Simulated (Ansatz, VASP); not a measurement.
# Two plane-wave programs on Si2W

INCAR

```
SYSTEM = Si2W
PREC = Accurate ; ENCUT = 520
EDIFF = 1E-6 ; ISMEAR = 0
SIGMA = 0.15 ; LREAL = .False.
LASPH = .True. ; NELM = 80
ALGO = Normal ; ISIF = 2
LWAVE = .False. ; LCHARG = .False.
GGA = PS ; NBANDS = 43
```

Contents of KPOINTS:

```
Automatic mesh
0
Gamma
  12 12 6
  0 0 0
```

The input POSCAR:

```
Si2W
1.0
    4.5760866017      0.0000000000      0.0000000000
   -2.2880433009      3.9630072470      0.0000000000
    0.0000000000      0.0000000000      6.6033074698
Si W
6 3
Direct
    0.8621758234      0.6723587749      0.4941876982
    0.1378241766      0.8101829515      0.8391456351
    0.6723587749      0.8621758234      0.1724789685
    0.1898170485      0.3276412251      0.5058123018
    0.8101829515      0.1378241766      0.8275210315
    0.3276412251      0.1898170485      0.1608543649
    0.0000000000      0.4969700771      0.1666666667
    0.5030299229      0.5030299229      0.8333333333
    0.4969700771      0.0000000000      0.5000000000
```

Input for Ansatz:

```yaml
crystal:
  lattice:
    - [4.5760866017, 0.0, 0.0]
    - [-2.2880433009, 3.963007247, 0.0]
    - [0.0, 0.0, 6.6033074698]
  atoms:
    - { symbol: Si, position: [0.8621758234, 0.6723587749, 0.4941876982] }
    - { symbol: Si, position: [0.1378241766, 0.8101829515, 0.8391456351] }
    - { symbol: Si, position: [0.6723587749, 0.8621758234, 0.1724789685] }
    - { symbol: Si, position: [0.1898170485, 0.3276412251, 0.5058123018] }
    - { symbol: Si, position: [0.8101829515, 0.1378241766, 0.8275210315] }
    - { symbol: Si, position: [0.3276412251, 0.1898170485, 0.1608543649] }
    - { symbol: W, position: [0.0, 0.4969700771, 0.1666666667] }
    - { symbol: W, position: [0.5030299229, 0.5030299229, 0.8333333333] }
    - { symbol: W, position: [0.4969700771, 0.0, 0.5] }
basis:
  ecutwfc: 420
kpoints:
  mp_grid: { grid: [12, 12, 6] }
hamiltonian:
  xc: pbesol
scf:
  occupations: { method: gaussian, width: 0.15 }
output:
  forces: true
  stress: true
  eigenvalues: true
```

Change from the starting cell: mode 16 (289.9 1/cm) frozen in, largest displacement +0.125 Å.

Alike in both runs: task single point; functional PBEsol; k mesh 12 × 12 × 6; occupations gaussian, width 0.15 eV; no spin polarisation.

```csv
,VASP,Ansatz
version,VASP 6.6.1,Ansatz 0.2.0
potentials or method,"VASP PAW PBE potentials, release 64 (Si, W_sv), cutoff 520 eV","scalar-relativistic, plane waves, PAW"
valence electrons in the cell,66,66
```

```csv
,VASP,Ansatz,Ansatz less VASP
gap on the k mesh at the Fermi level (eV),0.10,0.10,+0.001
least direct gap on the mesh (eV),0.74,0.74,-0.001
pressure (GPa),2.5,2.2,-0.36
"traceless stress, the component that is largest in VASP (GPa)",-0.14,-0.17,-0.037
rms of the force components (eV/Å),0.597,0.593,-0.0044
```

VASP's potentials were made for PBE, not for PBEsol. Atom by atom the forces differ by 0.005 eV/Å (rms over components).

Neither program's run includes spin-orbit coupling.
